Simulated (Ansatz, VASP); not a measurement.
## One calculation of Au, two programs

File INCAR:

```
SYSTEM = Au
PREC = Accurate
ENCUT = 520
EDIFF = 1E-7
ISMEAR = -1
SIGMA = 0.08
LREAL = .FALSE.
LASPH = .TRUE.
NELM = 100
ALGO = Normal
ISIF = 2
LWAVE = .FALSE.
LCHARG = .FALSE.
GGA = PE
NBANDS = 12
```

File KPOINTS:

```
Automatic mesh
0
G
  16 16 16
  0 0 0
```

File POSCAR:

```
Au
1.0
   -1.6509971087      1.6509971087      1.6509971087
    1.6509971087     -1.6509971087      1.6509971087
    1.6509971087      1.6509971087     -1.6509971087
Au
1
Direct
    0.0000000000      0.0000000000      0.0000000000
```

Input for Ansatz:

```yaml
crystal:
  lattice:
    - [-1.6509971087, 1.6509971087, 1.6509971087]
    - [1.6509971087, -1.6509971087, 1.6509971087]
    - [1.6509971087, 1.6509971087, -1.6509971087]
  atoms:
    - { symbol: Au, position: [0.0, 0.0, 0.0] }
kpoints:
  mp_grid: { grid: [16, 16, 16] }
  band_path:
    path:
      - [0.0, 0.0, 0.0]
      - [0.5, -0.5, 0.5]
      - [0.0, 0.0, 0.5]
      - [0.0, 0.0, 0.0]
      - [0.25, 0.25, 0.25]
      - [0.5, -0.5, 0.5]
      - [0.25, 0.25, 0.25]
      - [0.0, 0.0, 0.5]
    npoints: 14
scf:
  occupations: { method: fermi_dirac, width: 0.08 }
hamiltonian:
  xc: pbe
  pseudopotentials: { kind: all_electron, lapw: { basis_error: 0.001 } }
output:
  forces: true
  stress: true
  eigenvalues: true
  populations: true
  dos: { projected: true, de: 0.2, e_range: [-14, 8] }
```

Alike in both runs: task single point; functional PBE; k mesh 16 × 16 × 16; occupations fermi-dirac, width 0.08 eV; no spin polarisation.

|  | VASP | Ansatz |
| --- | --- | --- |
| version | VASP 6.6.1 | Ansatz 0.2.0 |
| potentials or method | VASP PAW PBE potentials, release 64 (Au), cutoff 520 eV | all-electron LAPW, scalar-relativistic |

|  | VASP | Ansatz | Ansatz less VASP |
| --- | --- | --- | --- |
| pressure (GPa) | -0.2 | 0.0 | +0.22 |

Ansatz ran all-electron here, and VASP with PAW potentials.

Spin-orbit coupling is off throughout.
